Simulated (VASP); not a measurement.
# Cr (Im-3m) in VASP: electric field gradients with PBE

Aim: the electric field gradients of Cr with PBE.

All numbers are computed with VASP 6.6.1; they aren't measurements. Logs are shortened: lines on timing, memory, paths and dates and some standing lists are left out, and cuts for length are marked.

**1. The cell of the first run**

Symmetry: Im-3m, No. 229, cubic system. Conventional cell: a = 2.825 Å, b = 2.825 Å, c = 2.825 Å, α = 90.00°, β = 90.00°, γ = 90.00°. Within 3.2 Å of Cr (site symmetry m-3m) lie 14 Cr at 2.45 to 2.83 Å.

**2. Electric field gradients, PBE, collinear spin, ferromagnetic start (11.27 Å³/atom)**

INCAR

```
PREC = Accurate
ENCUT = 520
EDIFF = 1E-8
ISMEAR = -1
SIGMA = 0.08
LREAL = F
LASPH = T
NELM = 200
ALGO = Normal
ISIF = 2
LWAVE = F
LCHARG = F
ISPIN = 2
MAGMOM = 3
LORBIT = 11
LMAXMIX = 4
GGA = PE
LEFG = T
NBANDS = 17
GGA_COMPAT = F
```

KPOINTS

```
regular mesh
0
Gamma
  18 18 18
```

POSCAR

```
Cr
1.0
   -1.4125141895      1.4125141895      1.4125141895
    1.4125141895     -1.4125141895      1.4125141895
    1.4125141895      1.4125141895     -1.4125141895
Cr
1
Direct
    0.0000000000      0.0000000000      0.0000000000
```

Potentials or basis: VASP PAW PBE potentials, release 64 (Cr_sv).

Command:

```bash
$ cat potpaw_PBE.64/Cr_sv/POTCAR > POTCAR
$ mpirun -np 1 vasp_std > vasp.out
```

OUTCAR:

```text
PREC = Accurate
   ENCUT = 520
   EDIFF = 1E-8
   ISMEAR = -1
   LREAL = F
   LASPH = T
   NELM = 200
   ISIF = 2
   ISPIN = 2
   LORBIT = 11
   GGA = PE

 ion  position               nearest neighbor table
   1  0.000  0.000  0.000-

  LATTYP: Found a body centered cubic cell.
 ALAT       =     2.8250283790

  Lattice vectors:

 A1 = (  -1.4125141895,   1.4125141895,   1.4125141895)
 A2 = (   1.4125141895,  -1.4125141895,   1.4125141895)
 A3 = (   1.4125141895,   1.4125141895,  -1.4125141895)

Analysis of symmetry for initial positions (statically):
=====================================================================
 Subroutine PRICEL returns:
 Original cell was already a primitive cell.

 Routine SETGRP: Setting up the symmetry group for a
 body centered cubic supercell.

 Subroutine GETGRP returns: Found 48 space group operations
 (whereof 48 operations were pure point group operations)
 out of a pool of 48 trial point group operations.

The static configuration has the point symmetry O_h .

Analysis of symmetry for dynamics (positions and initial velocities):
=====================================================================
 Subroutine PRICEL returns:
 Original cell was already a primitive cell.

 Routine SETGRP: Setting up the symmetry group for a
 body centered cubic supercell.

 Subroutine GETGRP returns: Found 48 space group operations
 (whereof 48 operations were pure point group operations)
 out of a pool of 48 trial point group operations.

The dynamic configuration has the point symmetry O_h .

Analysis of structural, dynamic, and magnetic symmetry:
=====================================================================
 Subroutine PRICEL returns:
 Original cell was already a primitive cell.

 Routine SETGRP: Setting up the symmetry group for a
 body centered cubic supercell.

 Subroutine GETGRP returns: Found 48 space group operations
 (whereof 48 operations were pure point group operations)
 out of a pool of 48 trial point group operations.

The overall configuration has the point symmetry O_h .

 Subroutine INISYM returns: Found 48 space group operations
 (whereof 48 operations are pure point group operations),
 and found     1 'primitive' translations

----------------------------------------------------------------------------------------

                                     Primitive cell

  volume of cell :      11.2730

  direct lattice vectors                    reciprocal lattice vectors
    -1.412514189  1.412514189  1.412514189     0.000000000  0.353978745  0.353978745
     1.412514189 -1.412514189  1.412514189     0.353978745  0.000000000  0.353978745
     1.412514189  1.412514189 -1.412514189     0.353978745  0.353978745  0.000000000

  length of vectors
     2.446546343  2.446546343  2.446546343     0.500601542  0.500601542  0.500601542

  position of ions in fractional coordinates (direct lattice)
     0.000000000  0.000000000  0.000000000

  ion indices of the primitive-cell ions
   primitive index   ion index
                 1           1

----------------------------------------------------------------------------------------

 KPOINTS: regular mesh

Automatic generation of k-mesh.
 Grid dimensions read from file:
 generate k-points for:   18   18   18

 Generating k-lattice:

  Cartesian coordinates                     Fractional coordinates (reciprocal lattice)
     0.000000000  0.019665486  0.019665486     0.055555556  0.000000000  0.000000000
     0.019665486  0.000000000  0.019665486     0.000000000  0.055555556  0.000000000
     0.019665486  0.019665486  0.000000000     0.000000000  0.000000000  0.055555556

  Length of vectors
     0.027811197  0.027811197  0.027811197

  Shift w.r.t. Gamma in fractional coordinates (k-lattice)
     0.000000000  0.000000000  0.000000000

 Subroutine IBZKPT returns following result:
 ===========================================

 Found    195 irreducible k-points:

 Following reciprocal coordinates:
            Coordinates               Weight
  0.000000  0.000000  0.000000      1.000000
  0.055556  0.000000  0.000000     12.000000
  0.111111  0.000000  0.000000     12.000000
  0.166667  0.000000  0.000000     12.000000
  0.222222  0.000000  0.000000     12.000000
  0.277778  0.000000  0.000000     12.000000
[... 16 lines left out ...]
  0.333333  0.111111  0.000000     48.000000
  0.388889  0.111111  0.000000     48.000000
 [... further k-points ...]
   k-points           NKPTS =    195   k-points in BZ     NKDIM =    195   number of bands    NBANDS=     17
   number of dos      NEDOS =    301   number of ions     NIONS =      1
   total plane-waves  NPLWV =   5832
   dimension x,y,z NGX =    18 NGY =   18 NGZ =   18
   dimension x,y,z NGXF=    36 NGYF=   36 NGZF=   36
   ions per type =               1
   NGX,Y,Z   is equivalent  to a cutoff of  12.23, 12.23, 12.23 a.u.
   NGXF,Y,Z  is equivalent  to a cutoff of  24.46, 24.46, 24.46 a.u.
 SYSTEM =  unknown system
   PREC   = accura    normal or accurate (medium, high low for compatibility)
   ISTART =      0    job   : 0-new  1-cont  2-samecut
   ICHARG =      2    charge: 1-file 2-atom 10-const
   ISPIN  =      2    spin polarized calculation?
   LNONCOLLINEAR =      F non collinear calculations
   LSORBIT =      F    spin-orbit coupling
   LASPH  =      T    aspherical Exc in radial PAW
   ENCUT  =  520.0 eV  38.22 Ry    6.18 a.u.   4.55  4.55  4.55*2*pi/ulx,y,z
   NELM   =    200;   NELMIN=  2; NELMDL= -5     # of ELM steps
   EDIFF  = 0.1E-07   stopping-criterion for ELM
   LREAL  =      F    real-space projection
   EDIFFG = 0.1E-06   stopping-criterion for IOM
   NSW    =      0    number of steps for IOM
   IBRION =     -1    ionic relax: 0-MD 1-quasi-New 2-CG
   NFREE  =      0    steps in history (QN), initial steepest desc. (CG)
   ISIF   =      2    stress and relaxation
   ISYM   =      2    0-nonsym 1-usesym 2-fastsym
   POTIM  = 0.5000    time-step for ionic-motion
   TEBEG  =    0.0;   TEEND  =   0.0 temperature during run
   PSTRESS=    0.0 pullay stress
   NELECT =      14.0000    total number of electrons
   NUPDOWN=      -1.0000    fix difference up-down
   EMIN   =  10.00;   EMAX   =-10.00  energy-range for DOS
   EFERMI =   0.00;   METHOD = LEGACY
   ISMEAR =    -1;   SIGMA  =   0.08  broadening in eV -4-tet -1-fermi 0-gaus
   EFERMI_NEDOS =   21; number of points for ismear=-14 and -15
   IALGO  =     38    algorithm
   IMIX   =      4    mixing-type and parameters
     AMIX     =   0.40;   BMIX     =  1.00
     AMIX_MAG =   1.60;   BMIX_MAG =  1.00
  volume/ion in A,a.u.               =      11.27        76.07
  Fermi-wavevector in a.u.,A,eV,Ry     =   1.759698  3.325346 42.130922  3.096535
  Thomas-Fermi vector in A             =   2.828609
   LORBIT       =     11    0 simple, 1 ext, 2 COOP (PROOUT), +10 PAW based schemes
   GGA     = PE    functional components
   LHFCALC =     F    Hartree Fock is set to
   AEXX    =    0.0000 exact exchange contribution
   IVDW    =     0    specifies the selected vdW correction
   LEPSILON=     F    determine dielectric tensor
   LRPA    =     F    only Hartree local field effects (RPA)
 spin polarized calculation
  energy-cutoff  :      520.00
  volume of cell :       11.27
 maximum number of plane-waves:       321
   NGX =  9   NGY =  9   NGZ =  9

 number of electron      13.9999983 magnetization       0.0008002

 number of electron      13.9999983 magnetization      -0.0000054

 Free energy of the ion-electron system (eV)
  ---------------------------------------------------
  ext. energy  EPLUGINS =         0.00000000
  ---------------------------------------------------
  free energy    TOTEN  =        -9.60478571 eV

  energy without entropy =       -9.58855689  energy(sigma->0) =       -9.59667130

 E-fermi :  14.4448     XC(G=0): -13.8797

 val. band max:       14.4304004543   @ k =  -0.4444   0.4444   0.0556
 cond. band min:      14.4465575334   @ k =  -0.2222   0.3333   0.1111
 fundamental gap:      0.0161570791
 Fermi energy:        14.4447816578

 spin component 1

 k-point     1 :       0.0000    0.0000    0.0000
  band No.  band energies     occupation
      1     -57.5062      1.00000
      2     -28.2145      1.00000
      3     -28.2145      1.00000
      4     -28.2145      1.00000
      5       6.4523      1.00000
      6      13.4884      0.99999
[... 9 lines left out ...]
     16      48.1856      0.00000
     17      48.1856      0.00000

 k-point     2 :       0.0556    0.0000    0.0000
  band No.  band energies     occupation
      1     -57.4994      1.00000
      2     -28.2459      1.00000
      3     -28.2241      1.00000
      4     -28.2147      1.00000
      5       6.5903      1.00000
      6      13.4333      1.00000
[... 9 lines left out ...]
     16      47.0259      0.00000
     17      47.1523      0.00000
[... 421 lines left out ...]
 k-point    24 :       0.3889    0.1111    0.0000
  band No.  band energies     occupation
      1     -57.2769      1.00000
      2     -29.1470      1.00000
      3     -28.5521      1.00000
      4     -28.2630      1.00000
      5      10.1822      1.00000
      6      11.9717      1.00000
[... 9 lines left out ...]
     16      45.9281      0.00000
     17      52.5966      0.00000

 [... further k-points ...]

 spin component 2

 k-point     1 :       0.0000    0.0000    0.0000
  band No.  band energies     occupation
      1     -57.5062      1.00000
      2     -28.2145      1.00000
      3     -28.2145      1.00000
      4     -28.2145      1.00000
      5       6.4523      1.00000
      6      13.4884      0.99999
[... 9 lines left out ...]
     16      48.1856      0.00000
     17      48.1856      0.00000

 k-point     2 :       0.0556    0.0000    0.0000
  band No.  band energies     occupation
      1     -57.4994      1.00000
      2     -28.2459      1.00000
      3     -28.2241      1.00000
      4     -28.2147      1.00000
      5       6.5903      1.00000
      6      13.4333      1.00000
[... 9 lines left out ...]
     16      47.0259      0.00000
     17      47.1523      0.00000
[... 421 lines left out ...]
 k-point    24 :       0.3889    0.1111    0.0000
  band No.  band energies     occupation
      1     -57.2769      1.00000
      2     -29.1470      1.00000
      3     -28.5521      1.00000
      4     -28.2630      1.00000
      5      10.1822      1.00000
      6      11.9717      1.00000
[... 9 lines left out ...]
     16      45.9281      0.00000
     17      52.5966      0.00000

 [... further k-points ...]

------------------------ aborting loop because EDIFF is reached ----------------------------------------

  FORCE on cell =-STRESS in cart. coord.  units (eV):
  Direction    XX          YY          ZZ          XY          YZ          ZX
  --------------------------------------------------------------------------------------
  -------------------------------------------------------------------------------------
  Total        0.2158163      0.2158163      0.2158163      0.0000000      0.0000000     -0.0000000
  in kB       30.6730069     30.6730069     30.6730069      0.0000000      0.0000000     -0.0000000
  external PRESSURE =      30.6730069 kB  Pullay stress =       0.0000000 kB

 VOLUME and BASIS-vectors are now :
 -----------------------------------------------------------------------------
  energy-cutoff  :      520.00
  volume of cell :       11.27
      direct lattice vectors                 reciprocal lattice vectors
    -1.412514189  1.412514189  1.412514189     0.000000000  0.353978745  0.353978745
     1.412514189 -1.412514189  1.412514189     0.353978745  0.000000000  0.353978745
     1.412514189  1.412514189 -1.412514189     0.353978745  0.353978745  0.000000000

 POSITION                                       TOTAL-FORCE (eV/Angst)
 -----------------------------------------------------------------------------------
      0.00000      0.00000      0.00000         0.000000     -0.000000     -0.000000
 -----------------------------------------------------------------------------------
    total drift:                                0.000000      0.000000      0.000000

  FREE ENERGIE OF THE ION-ELECTRON SYSTEM (eV)
  ---------------------------------------------------
  free  energy   TOTEN  =        -9.6047857068 eV

  energy  without entropy=       -9.5885568877  energy(sigma->0) =       -9.59667130

 Electric field gradients (V/A^2)
---------------------------------------------------------------------
 ion       V_xx      V_yy      V_zz      V_xy      V_xz      V_yz
---------------------------------------------------------------------
   1       0.000    -0.000    -0.000    -0.010    -0.010    -0.010
---------------------------------------------------------------------

 Electric field gradients after diagonalization (V/A^2)
 (convention: |V_zz| > |V_xx| > |V_yy|)
----------------------------------------------------------------------
 ion       V_xx      V_yy      V_zz     asymmetry (V_yy - V_xx)/ V_zz
----------------------------------------------------------------------
   1       0.010     0.010    -0.019       0.000
----------------------------------------------------------------------

           NMR quadrupolar parameters

 Cq : quadrupolar parameter    Cq=e*Q*V_zz/h
 eta: asymmetry parameters     (V_yy - V_xx)/ V_zz
 Q  : nuclear electric quadrupole moment in mb (millibarn)
----------------------------------------------------------------------
 ion       Cq(MHz)       eta       Q (mb)
----------------------------------------------------------------------
   1      -0.000       0.000       1.000
----------------------------------------------------------------------

 total charge

# of ion       s       p       d       tot
------------------------------------------
    1        2.190   6.026   3.571  11.788

 magnetization (x)

# of ion       s       p       d       tot
------------------------------------------
    1        0.000  -0.000  -0.000   0.000
```

Run time: 80 s. Hardware: 1 thread of Intel Xeon Platinum 8259CL at 2.50GHz (Skylake/Cascade Lake), shared host; peak memory 0.16 GiB.

What came out:

```yaml
Free_energy: -9.6048 eV
Pressure: 3.1 GPa
Band_gap_on_the_k_mesh: zero (filled and empty bands overlap)
Net_moment: 0.00 μB per cell
Largest_electric_field_gradient_by_atom: under 0.05 V/Å² on every atom
Valence_electrons_inside_the_program's_atomic_spheres: Cr 11.79
```

Levels at points of the mesh, in eV from the Fermi level:
Spin up:
| k point | band 4 | band 5 | band 6 | band 7 | band 8 | band 9 | band 10 | band 11 |
| --- | --- | --- | --- | --- | --- | --- | --- | --- |
| (0.00, 0.00, 0.00) | -42.66 | -7.99 | -0.96 | -0.96 | -0.96 | 1.18 | 1.18 | 22.55 |
| (0.50, 0.00, 0.00) | -42.67 | -4.59 | -2.57 | 1.11 | 1.18 | 1.54 | 2.95 | 10.18 |
| (0.50, 0.50, 0.50) | -43.34 | -4.50 | -4.50 | 2.54 | 2.54 | 2.54 | 10.79 | 10.79 |
Spin down:
```csv
k point,band 3,band 4,band 5,band 6,band 7,band 8,band 9,band 10,band 11,band 12
"(0.00, 0.00, 0.00)",-42.66,-42.66,-7.99,-0.96,-0.96,-0.96,1.18,1.18,22.55,22.55
"(0.50, 0.00, 0.00)",-42.97,-42.67,-4.59,-2.57,1.11,1.18,1.54,2.95,10.18,17.28
"(0.50, 0.50, 0.50)",-43.34,-43.34,-4.50,-4.50,2.54,2.54,2.54,10.79,10.79,10.79
```

Caveat: the cell stands under pressure; the moments typed at the start vanished in this run.
